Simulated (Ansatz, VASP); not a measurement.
## In7CoSb8 in VASP and in Ansatz

File INCAR:

```
ALGO = Normal
EDIFF = 1E-6
ENCUT = 520
GGA = PS
ISIF = 2
ISMEAR = 0
ISPIN = 2
LASPH = T
LCHARG = F
LDAU = T
LDAUJ = 0 0 0
LDAUL = 2 -1 -1
LDAUPRINT = 1
LDAUTYPE = 2
LDAUU = 4 0 0
LMAXMIX = 4
LORBIT = 11
LREAL = Auto
LWAVE = F
MAGMOM = 2.55 0 0 0 0 0 0 0 -0.01 -0.01 -0.01 0 -0.01 0 0 0
NBANDS = 88
NELM = 150
PREC = Accurate
SIGMA = 0.05
```

KPOINTS

```
k-points
0
Gamma
  2 2 2
```

The input POSCAR:

```
In7CoSb8
1.0
    0.0000000000      6.4782000000      6.4782000000
    6.4782000000      0.0000000000      6.4782000000
    6.4782000000      6.4782000000      0.0000000000
Co In Sb
1 7 8
Direct
    1.0000000000      0.0000000000      1.0000000000
    0.0041435421      0.0041435421      0.4958564579
    0.0041435421      0.4958564579      0.0041435421
    0.0041435421      0.4958564579      0.4958564579
    0.4958564579      0.0041435421      0.0041435421
    0.4958564579      0.0041435421      0.4958564579
    0.4958564579      0.4958564579      0.0041435421
    0.5000000000      0.5000000000      0.5000000000
    0.1174515371      0.1174515371      0.1174515371
    0.1174515371      0.1174515371      0.6476453887
    0.1174515371      0.6476453887      0.1174515371
    0.1230022386      0.6256659205      0.6256659205
    0.6476453887      0.1174515371      0.1174515371
    0.6256659205      0.1230022386      0.6256659205
    0.6256659205      0.6256659205      0.1230022386
    0.6256659205      0.6256659205      0.6256659205
```

Input for Ansatz:

```yaml
crystal:
  lattice:
    - [0.0, 6.4782, 6.4782]
    - [6.4782, 0.0, 6.4782]
    - [6.4782, 6.4782, 0.0]
  atoms:
    - { symbol: Co, position: [1.0, 0.0, 1.0], spin: 4.0 }
    - { symbol: In, position: [0.0041435421, 0.0041435421, 0.4958564579] }
    - { symbol: In, position: [0.0041435421, 0.4958564579, 0.0041435421] }
    - { symbol: In, position: [0.0041435421, 0.4958564579, 0.4958564579] }
    - { symbol: In, position: [0.4958564579, 0.0041435421, 0.0041435421] }
    - { symbol: In, position: [0.4958564579, 0.0041435421, 0.4958564579] }
    - { symbol: In, position: [0.4958564579, 0.4958564579, 0.0041435421] }
    - { symbol: In, position: [0.5, 0.5, 0.5] }
    - { symbol: Sb, position: [0.1174515371, 0.1174515371, 0.1174515371] }
    - { symbol: Sb, position: [0.1174515371, 0.1174515371, 0.6476453887] }
    - { symbol: Sb, position: [0.1174515371, 0.6476453887, 0.1174515371] }
    - { symbol: Sb, position: [0.1230022386, 0.6256659205, 0.6256659205] }
    - { symbol: Sb, position: [0.6476453887, 0.1174515371, 0.1174515371] }
    - { symbol: Sb, position: [0.6256659205, 0.1230022386, 0.6256659205] }
    - { symbol: Sb, position: [0.6256659205, 0.6256659205, 0.1230022386] }
    - { symbol: Sb, position: [0.6256659205, 0.6256659205, 0.6256659205] }
basis:
  ecutwfc: 420
  ecutrho_ratio: 4
kpoints:
  mp_grid: { grid: [2, 2, 2] }
hamiltonian:
  xc: pbesol
  hubbard:
    sites:
      - { site: 0, l: d, u_eff: 4.0, starting_ns: [{ spin: up, occupation_matrix: s0up }, { spin: down, occupation_matrix: s0down }] }
    occupation_matrices:
      s0up:
        matrix:
          - [0.97, 0.0, 0.0, 0.0, 0.0]
          - [0.0, 0.97, 0.0, 0.0, 0.0]
          - [0.0, 0.0, 0.97, 0.0, 0.0]
          - [0.0, 0.0, 0.0, 0.97, 0.0]
          - [0.0, 0.0, 0.0, 0.0, 0.97]
      s0down:
        matrix:
          - [0.16267, 0.29631, -0.10609, -0.08414, 0.09511]
          - [0.29631, 0.63542, -0.22033, -0.17475, 0.19754]
          - [-0.10609, -0.22033, 0.09889, 0.06256, -0.07072]
          - [-0.08414, -0.17475, 0.06256, 0.06962, -0.05609]
          - [0.09511, 0.19754, -0.07072, -0.05609, 0.08341]
    ns_hold: { iters: 5 }
scf:
  occupations: { method: gaussian, width: 0.05 }
  lower_state_search: "off"
  max_iter: 150
output:
  forces: true
  stress: true
  eigenvalues: true
  populations: true
  hubbard: { sites: [{ site: 0, l: d }] }
  write_density: true
  write_potential: true
  elf: true
  volumetric_format: npy
magnetization:
  spin_polarized: true
```

Alike in both runs: task single point; functional PBEsol; k mesh 2 × 2 × 2; occupations gaussian, width 0.05 eV; collinear spin; Hubbard terms Co d U = 4.0 eV.

```csv
,VASP,Ansatz
version,VASP 6.6.1,Ansatz 0.2.0
potentials or method,"VASP PAW PBE potentials, release 64 (Co, In_d, Sb), cutoff 520 eV","scalar-relativistic, plane waves, PAW"
valence electrons in the cell,140,228
```

VASP gave:

* gap on the k mesh at the Fermi level (eV): none
* pressure (GPa): -0.7
* rms of the force components (eV/Å): 0.005
* net moment per atom (μB): 0.15
* size of the moment on the site where the two differ most (μB): 2.37

Q: What did Ansatz give for the same quantities?

A: gap on the k mesh at the Fermi level (eV): none; pressure (GPa): -0.7; rms of the force components (eV/Å): 0.009; net moment per atom (μB): 0.15; size of the moment on the site where the two differ most (μB): 2.32.

VASP's potentials were made for PBE, not for PBEsol. Site moments also hang on the region over which each program counts them. The programs project onto different local orbitals, so the same U acts differently, and such runs can settle in different states. Atom by atom the forces differ by 0.004 eV/Å (rms over components). A gap of «none» marks a metal or a gap that the smearing closes. VASP's potentials hold 140 valence electrons a cell and Ansatz's 228, so a difference there can come from the potentials and not from the codes. Ansatz's warnings: filled band counts differ across k points, specified occupation not kept, symmetry narrowed by occupation matrices.

The k mesh is coarse, so the values compare programs but aren't converged. Neither program's run includes spin-orbit coupling.
